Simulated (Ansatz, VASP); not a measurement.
**One calculation of BaS, two programs**

```
CELL_PARAMETERS angstrom
0.00000 3.21180 3.37239
3.21180 0.00000 3.37239
3.21180 3.21180 0.00000
ATOMIC_POSITIONS crystal
Ba 0.00000 0.00000 0.00000
S 0.50000 0.50000 0.50000
```

Change from the starting cell: uniaxial_z strain +5.0%.

Alike in both runs: task single point; functional PBE; k mesh 8 × 8 × 8; occupations fermi-dirac, width 0.02 eV; no spin polarisation.

|  | VASP | Ansatz |
| --- | --- | --- |
| version | VASP 6.6.1 | Ansatz 0.2.0 |
| potentials or method | VASP PAW PBE potentials, release 64 (Ba_sv, S) | plane waves, PAW |
| plane-wave cutoff (eV) | 520 | 420 |
| valence electrons in the cell | 16 | 16 |

|  | VASP | Ansatz | Ansatz less VASP |
| --- | --- | --- | --- |
| gap on the k mesh at the Fermi level (eV) | 2.16 | 2.25 | +0.090 |
| pressure (GPa) | -1.1 | -1.5 | -0.47 |
| traceless stress, the component that is largest in VASP (GPa) | -1.82 | -1.64 | +0.189 |

Spin-orbit coupling is off throughout.
